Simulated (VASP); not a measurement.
A run of VASP 6.6.1 is set up as follows.

INCAR

```
PREC = Accurate
ENCUT = 500
EDIFF = 1E-6
ISMEAR = 0
SIGMA = 0.1
LREAL = F
LASPH = T
NELM = 120
ALGO = Normal
ISIF = 2
LWAVE = F
LCHARG = F
GGA = PE
NBANDS = 41
GGA_COMPAT = F
```

The input KPOINTS:

```
Automatic mesh
0
Gamma
  6 6 6
```

Contents of POSCAR:

```
Si4Ge
1.0
   -1.9523383851      3.3815492765      0.0000000000
   -3.9046767701      0.0000000000      0.0000000000
   -1.9523383851      1.1271830922     15.9458429181
Si Ge
8 2
Direct
    0.7733740267      0.7733740267      0.6798779198
    0.4239055709      0.4239055709      0.7282832872
    0.0247703153      0.0247703153      0.9256890540
    0.3743335016      0.3743335016      0.8769994952
    0.9752296847      0.9752296847      0.0743109460
    0.6256664984      0.6256664984      0.1230005048
    0.2266259733      0.2266259733      0.3201220802
    0.5760944291      0.5760944291      0.2717167128
    0.8239470536      0.8239470536      0.5281588392
    0.1760529464      0.1760529464      0.4718411608
```

Potentials or basis: VASP PAW PBE potentials, release 64 (Si, Ge_d).

Run with:

```sh
$ cat potpaw_PBE.64/Si/POTCAR potpaw_PBE.64/Ge_d/POTCAR > POTCAR
$ mpirun -np 1 vasp_std > vasp.out
```

(1) Estimate the band gap on the k mesh.

(2) What does it give for the pressure?

(3) Predict the largest force.

Answers

(1) 0.46 eV (least direct gap 0.99 eV).

(2) -0.1 GPa.

(3) 0.013 eV/Å.
